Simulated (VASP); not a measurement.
# CdS (F-43m) in VASP: a run that goes wrong, beside a sound one

A flawed run on CdS and a sound one for comparison.

All numbers are computed with VASP 6.6.1; they aren't measurements. Logs are shortened: lines on timing, memory, paths and dates and some standing lists are left out, and cuts for length are marked.

### Step 1. The cell of the first run

It takes space group F-43m (No. 216, cubic). The conventional cell has a = 5.833 Å, b = 5.833 Å, c = 5.833 Å, α = 90.00°, β = 90.00°, γ = 90.00°. Cd (site symmetry -43m) has 4 S at 2.53 Å within 3.3 Å. S (site symmetry -43m) has 4 Cd at 2.53 Å within 3.3 Å.

### Step 2. A run with an altered input

Input file INCAR:

```
SYSTEM = CdS
ISMEAR = -5
SIGMA = 0.03
LWAVE = .True.
LCHARG = .False.
NBANDS = 21
PREC = Accurate
LASPH = .True.
LREAL = .False.
ALGO = Normal
EDIFF = 1E-5
NELM = 77
GGA_COMPAT = .False.
ENCUT = 320
EFERMI = MIDGAP
GGA = PE
```

Input file KPOINTS:

```
Automatic mesh
0
Gamma
  1 1 1
  0 0 0
```

Input file POSCAR:

```
CdS
1.0
    0.0000000000      2.9165000000      2.9165000000
    2.9165000000      0.0000000000      2.9165000000
    2.9165000000      2.9165000000      0.0000000000
Cd S
1 1
Direct
    0.0000000000      0.0000000000      0.0000000000
    0.7500000000      0.7500000000      0.7500000000
```

Potentials or basis: VASP PAW PBE potentials, release 64 (Cd, S).

Started as:

```bash
$ cat potpaw_PBE.64/Cd/POTCAR potpaw_PBE.64/S/POTCAR > POTCAR
$ mpirun -np 1 vasp_std > vasp.out
```

OUTCAR:

```text
SYSTEM = CdS
   ISMEAR = -5
   PREC = Accurate
   LASPH = .True.
   LREAL = .False.
   EDIFF = 1E-5
   NELM = 77
   ENCUT = 320
   EFERMI = MIDGAP
   GGA = PE

|       ---->  I REFUSE TO CONTINUE WITH THIS SICK JOB ... BYE!!! <----       |
|                                                                             |
 -----------------------------------------------------------------------------
```

On the terminal:

```text
POSCAR found type information on POSCAR CdS
 POSCAR found :  2 types and       2 ions
[... 17 lines left out ...]

1
```

stdout:

```text
POSCAR found type information on POSCAR CdS
 POSCAR found :  2 types and       2 ions
 scaLAPACK will be used
 LDA part: xc-table for (Slater+PW92), standard interpolation
 -----------------------------------------------------------------------------
|                                                                             |
|     EEEEEEE  RRRRRR   RRRRRR   OOOOOOO  RRRRRR      ###     ###     ###     |
|     E        R     R  R     R  O     O  R     R     ###     ###     ###     |
|     E        R     R  R     R  O     O  R     R     ###     ###     ###     |
|     EEEEE    RRRRRR   RRRRRR   O     O  RRRRRR       #       #       #      |
|     E        R   R    R   R    O     O  R   R                               |
|     E        R    R   R    R   O     O  R    R      ###     ###     ###     |
|     EEEEEEE  R     R  R     R  OOOOOOO  R     R     ###     ###     ###     |
|                                                                             |
|     IBZKPT: tetrahedron method fails for NKPT<4. NKPT = 1                   |
|                                                                             |
|       ---->  I REFUSE TO CONTINUE WITH THIS SICK JOB ... BYE!!! <----       |
|                                                                             |
 -----------------------------------------------------------------------------

1
```

It took 0.4 s on 1 thread of Intel Xeon 6975P-C (Granite Rapids), shared host.

The input was rejected before any iteration. What is wrong with the input: tetrahedra on too few k points (ISMEAR = -5; KPAR = left out; k = 1 × 1 × 1).

### Step 3. Band structure, TB-mBJ

POSCAR is that of step 2.

Input file INCAR.step1:

```
SYSTEM = CdS
ISMEAR = 0
SIGMA = 0.03
LWAVE = .True.
LCHARG = .False.
NBANDS = 31
PREC = Accurate
LASPH = .True.
LREAL = .False.
ALGO = Normal
EDIFF = 1E-5
NELM = 120
GGA_COMPAT = .False.
ENCUT = 550
EFERMI = MIDGAP
GGA = PE
```

Input file INCAR.step2:

```
SYSTEM = CdS
METAGGA = MBJ
ISMEAR = 0
SIGMA = 0.03
LWAVE = .False.
LCHARG = .False.
NBANDS = 31
PREC = Accurate
LASPH = .True.
LREAL = .False.
ALGO = Normal
EDIFF = 1E-6
NELM = 120
GGA_COMPAT = .False.
ENCUT = 550
EFERMI = MIDGAP
LMIXTAU = .True.
ISTART = 1
```

Input file KPOINTS:

```
Automatic mesh
0
Gamma
  10 10 10
  0 0 0
```

Input file KPOINTS_OPT:

```
path GXWKGLUWLK,UX
32
line-mode
reciprocal
 0.0000000000  0.0000000000  0.0000000000  G
 0.5000000000  0.0000000000  0.5000000000  X

 0.5000000000  0.0000000000  0.5000000000  X
 0.5000000000  0.2500000000  0.7500000000  W

 0.5000000000  0.2500000000  0.7500000000  W
 0.3750000000  0.3750000000  0.7500000000  K

 0.3750000000  0.3750000000  0.7500000000  K
 0.0000000000  0.0000000000  0.0000000000  G

 0.0000000000  0.0000000000  0.0000000000  G
 0.5000000000  0.5000000000  0.5000000000  L

 0.5000000000  0.5000000000  0.5000000000  L
 0.6250000000  0.2500000000  0.6250000000  U

 0.6250000000  0.2500000000  0.6250000000  U
 0.5000000000  0.2500000000  0.7500000000  W

 0.5000000000  0.2500000000  0.7500000000  W
 0.5000000000  0.5000000000  0.5000000000  L

 0.5000000000  0.5000000000  0.5000000000  L
 0.3750000000  0.3750000000  0.7500000000  K

 0.6250000000  0.2500000000  0.6250000000  U
 0.5000000000  0.0000000000  0.5000000000  X
```

Potentials or basis: VASP PAW PBE potentials, release 64 (Cd, S).

Started as:

```bash
$ cat potpaw_PBE.64/Cd/POTCAR potpaw_PBE.64/S/POTCAR > POTCAR
$ cp INCAR.step1 INCAR
$ mpirun -np 1 vasp_std > vasp.out
$ cp INCAR.step2 INCAR
$ mpirun -np 1 vasp_std > vasp.out
```

It took 2.4 min on 1 thread of Intel Xeon 6975P-C (Granite Rapids), shared host; peak memory 0.24 GiB.

It converged, with:

```
Band gap on the k mesh  : 2.64 eV
Band gap along the path : 2.64 eV
```

Levels at the corners of the path, in eV from the valence-band top:
```csv
point,band 7,band 8,band 9,band 10,band 11,band 12
Γ,0.00,0.00,0.00,2.64,7.69,7.69
X,-3.45,-1.67,-1.67,4.80,5.49,10.43
X,-3.45,-1.67,-1.67,4.80,5.49,10.43
W,-3.39,-1.95,-1.93,6.47,6.51,8.47
W,-3.39,-1.95,-1.93,6.47,6.51,8.47
K,-3.42,-2.21,-1.36,5.44,6.52,9.57
K,-3.42,-2.21,-1.36,5.44,6.52,9.57
Γ,0.00,0.00,0.00,2.64,7.69,7.69
Γ,0.00,0.00,0.00,2.64,7.69,7.69
L,-3.87,-0.67,-0.67,4.35,8.04,8.04
L,-3.87,-0.67,-0.67,4.35,8.04,8.04
U,-3.42,-2.21,-1.36,5.44,6.52,9.57
U,-3.42,-2.21,-1.36,5.44,6.52,9.57
W,-3.39,-1.95,-1.93,6.47,6.51,8.47
W,-3.39,-1.95,-1.93,6.47,6.51,8.47
L,-3.87,-0.67,-0.67,4.35,8.04,8.04
L,-3.87,-0.67,-0.67,4.35,8.04,8.04
K,-3.42,-2.21,-1.36,5.44,6.52,9.57
U,-3.42,-2.21,-1.36,5.44,6.52,9.57
X,-3.45,-1.67,-1.67,4.80,5.49,10.43
```
